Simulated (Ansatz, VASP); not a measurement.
## Mg4S: VASP beside Ansatz

```
CELL_PARAMETERS angstrom
5.03412 0.00000 0.00000
-2.51706 4.35967 0.00000
0.00000 0.00000 6.04750
ATOMIC_POSITIONS crystal
Mg 0.33333 0.66667 0.50000
Mg 0.66667 0.33333 0.50000
Mg 0.33333 0.66667 0.00000
Mg 0.66667 0.33333 0.00000
S 0.00000 0.00000 0.00000
```

Alike in both runs: functional PBE; k mesh 12 × 12 × 6; occupations gaussian, width 0.1 eV; no spin polarisation.

Ansatz relaxed the structure, and its values are those at the end. VASP's run is a single point on that final structure, the one shown.

|  | VASP | Ansatz |
| --- | --- | --- |
| version | VASP 6.6.1 | Ansatz 0.2.0 |
| potentials or method | VASP PAW PBE potentials, release 64 (Mg, S), cutoff 520 eV | scalar-relativistic, plane waves, PAW |
| valence electrons in the cell | 14 | 46 |

|  | VASP | Ansatz | Ansatz less VASP |
| --- | --- | --- | --- |
| gap on the k mesh at the Fermi level (eV) | none | none | - |
| pressure (GPa) | -0.1 | 0.0 | +0.07 |

A gap of «none» marks a metal or a gap that the smearing closes. VASP's potentials hold 14 valence electrons a cell and Ansatz's 46, so a difference there can come from the potentials and not from the codes.
